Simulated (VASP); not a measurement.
C, 2 atoms in the cell. The structure is cubic, space group Fd-3m (No. 227). The conventional cell has a = 3.678 Å, b = 3.678 Å, c = 3.678 Å, α = 90.00°, β = 90.00°, γ = 90.00°. Within 2.1 Å of C (site symmetry -43m) lie 4 C at 1.59 Å.  This cell differs from its parent crystal: volume scaled by 1.08.

| Item | Value |
| --- | --- |
| Program | VASP 6.6.1 |
| Task | single point |
| Functional | revPBE |
| Potentials or basis | VASP PAW PBE potentials, release 64 (C) |
| Cutoff | 520 eV |
| k mesh | 13 × 13 × 13 |
| Occupations | fermi-dirac, width 0.05 eV |
| Spin | no spin polarisation |
| Dipole correction | no |
| Further INCAR settings | ALGO = Normal; EDIFF = 1e-06; NBANDS = 11 |

Potentials or basis: VASP PAW PBE potentials, release 64 (C).

Command:

```console
$ cat potpaw_PBE.64/C/POTCAR > POTCAR
$ mpirun -np 1 vasp_std > vasp.out
```

Hardware: 1 thread of Intel Xeon 6455B (shared host).

Problem. How long does it take, and how much memory?

Solution. Run time: 8 s on 1 thread of Intel Xeon 6455B (shared host), peak memory 0.12 GiB. Counts: scf iterations 11, k points 84.
